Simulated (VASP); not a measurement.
# CO2: relaxation of cell and atoms with PBE

Crystal: CO2.

```
CELL_PARAMETERS angstrom
2.86000 0.00000 0.00000
-1.43000 2.47683 0.00000
0.00000 0.00000 3.14600
ATOMIC_POSITIONS crystal
C 0.00000 0.00000 0.00000
O 0.33333 0.66667 0.50000
O 0.66667 0.33333 0.50000
```

```
Program                : VASP 6.6.1
Task                   : relaxation of cell and atoms
Functional             : PBE
Potentials or basis    : VASP PAW PBE potentials, release 64 (C, O)
Cutoff                 : 600 eV
k mesh                 : 9 × 9 × 7
Occupations            : methfessel-paxton, width 0.01 eV
Spin                   : no spin polarisation
Target pressure        : 20 GPa
Dipole correction      : no
Further INCAR settings : ALGO = Normal; EDIFF = 1e-07; IBRION = 2; EDIFFG = -0.02; NSW = 60; ISIF = 3
```

```json
{"Relaxed volume": "7.64 Å³/atom", "Relaxed cell": "a = 3.265 Å, b = 3.265 Å, c = 2.485 Å, α = 90.00°, β = 90.00°, γ = 120.00°", "Space group after relaxing (to 0.1 Å)": "P6/mmm (No. 191)", "Energy change on relaxing (the run minimises the enthalpy)": "-619.6 meV/atom", "Ionic steps": "18", "Pressure after relaxing": "20.1 GPa", "Band gap on the k mesh": "zero (bands 8 and 9 overlap by 0.97 eV)"}
```

Stress tensor (GPa, compression positive):
```
20.15  0.00  0.00
 0.00 20.15  0.00
 0.00  0.00 19.87
```

Step by step:
```csv
step,energy change (eV),largest force (eV/Å),pressure (GPa),volume (Å³)
1,0.0000,0.0000,62.24,22.29
2,-1.6728,0.0000,-4.52,29.00
3,-1.5276,0.0000,7.12,27.11
4,-1.9161,0.0000,4.34,25.87
5,-1.9992,0.0000,4.94,25.13
6,-1.8407,0.0000,11.00,23.41
7,-1.9226,0.0000,8.04,23.97
8,-1.9634,0.0000,7.19,24.29
9,-1.6500,0.0000,32.92,21.63
10,-1.8393,0.0000,19.69,22.79
11,-1.8352,0.0000,19.98,22.76
12,-1.8315,0.0000,20.27,22.73
13,-1.8357,0.0000,20.42,22.76
14,-1.8423,0.0000,20.80,22.81
15,-1.8547,0.0000,20.60,22.91
16,-1.8494,0.0000,20.69,22.86
17,-1.8676,0.0000,19.45,23.01
18,-1.8588,0.0000,20.06,22.93
```

Final structure:
```xyz
3
Lattice="3.2648 0.0000 0.0000 -1.6324 2.8274 0.0000 0.0000 0.0000 2.4845" Properties=species:S:1:pos:R:3 pbc="T T T"
C     0.0000    0.0000    0.0000
O     0.0000    1.8849    1.2423
O     1.6324    0.9425    1.2423
```

Levels at points of the mesh, in eV from the Fermi level:
```
           k point  band 4  band 5  band 6  band 7  band 8  band 9  band 10  band 11  band 12
(0.00, 0.00, 0.00)   -5.76   -5.76   -3.13   -3.13   -3.07    0.68     4.20     4.20     4.32
```

Run time: 4.7 min on 1 thread of Intel Xeon 8259CL (shared host), peak memory 0.15 GiB.

Caveat: the cell is relaxed towards a set pressure, so the run minimises the enthalpy, not the energy; a cell axis changed by over 15 % at a fixed basis, so the end point is rough.
